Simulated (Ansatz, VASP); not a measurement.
# One calculation of SiC, two programs

The input INCAR:

```
SYSTEM = SiC
ALGO     = Normal         ! electronic algorithm
EDIFF    = 1E-7           ! SCF threshold, eV
ENCUT    = 520            ! plane-wave cutoff, eV
GGA      = PE             ! functional
ISIF     = 2              ! what is computed and relaxed
ISMEAR   = 0              ! smearing method
LASPH    = .TRUE.         ! aspherical terms in the spheres
LCHARG   = .FALSE.        ! write CHGCAR
LREAL    = .FALSE.        ! projectors in reciprocal space
LWAVE    = .FALSE.        ! write WAVECAR
NBANDS   = 16             ! bands
NELM     = 60             ! most SCF steps
PREC     = Accurate       ! precision mode
SIGMA    = 0.05           ! smearing width, eV
```

File KPOINTS:

```
k-points
0
G
  12 12 6
  0 0 0
```

Contents of POSCAR:

```
SiC
1.0
    3.1791678455      0.0000000000      0.0000000000
   -1.5895839227      2.7532401171      0.0000000000
    0.0000000000      0.0000000000      4.7995896963
Si C
2 2
Direct
    0.3333333333      0.6666666667      0.0045639005
    0.6666666667      0.3333333333      0.5045639005
    0.3333333333      0.6666666667      0.4251748739
    0.6666666667      0.3333333333      0.9251748739
```

Input for Ansatz:

```yaml
crystal:
  lattice:
    - [3.1791678455, 0.0, 0.0]
    - [-1.5895839227, 2.7532401171, 0.0]
    - [0.0, 0.0, 4.7995896963]
  atoms:
    - { symbol: Si, position: [0.3333333333, 0.6666666667, 0.0045639005] }
    - { symbol: Si, position: [0.6666666667, 0.3333333333, 0.5045639005] }
    - { symbol: C, position: [0.3333333333, 0.6666666667, 0.4251748739] }
    - { symbol: C, position: [0.6666666667, 0.3333333333, 0.9251748739] }
basis:
  ecutwfc: 520.0
kpoints:
  mp_grid: { grid: [12, 12, 6] }
hamiltonian:
  xc: pbe
  pseudopotentials: { kind: paw, azcp: { folder: soft_1 } }
scf:
  occupations: { method: gaussian, width: 0.05 }
output:
  forces: true
  stress: true
  eigenvalues: true
  write_density: true
  write_potential: true
  elf: true
  volumetric_format: npy
```

Alike in both runs: task single point; functional PBE; k mesh 12 × 12 × 6; occupations gaussian, width 0.05 eV; no spin polarisation.

|  | VASP | Ansatz |
| --- | --- | --- |
| version | VASP 6.6.1 | Ansatz 0.2.0 |
| potentials or method | VASP PAW PBE potentials, release 64 (Si, C), cutoff 520 eV | scalar-relativistic, plane waves, PAW |
| valence electrons in the cell | 16 | 16 |

VASP gave:

| Property | Result |
| --- | --- |
| gap on the k mesh at the Fermi level (eV) | 0.58 |
| least direct gap on the mesh (eV) | 1.85 |
| pressure (GPa) | -1.8 |
| traceless stress, the component that is largest in VASP (GPa) | 12.04 |
| rms of the force components (eV/Å) | 1.117 |

Q: Estimate Ansatz's values.

A: gap on the k mesh at the Fermi level (eV): 0.59; least direct gap on the mesh (eV): 1.85; pressure (GPa): -1.8; traceless stress, the component that is largest in VASP (GPa): 11.92; rms of the force components (eV/Å): 1.114.

Atom by atom the forces differ by 0.002 eV/Å (rms over components).
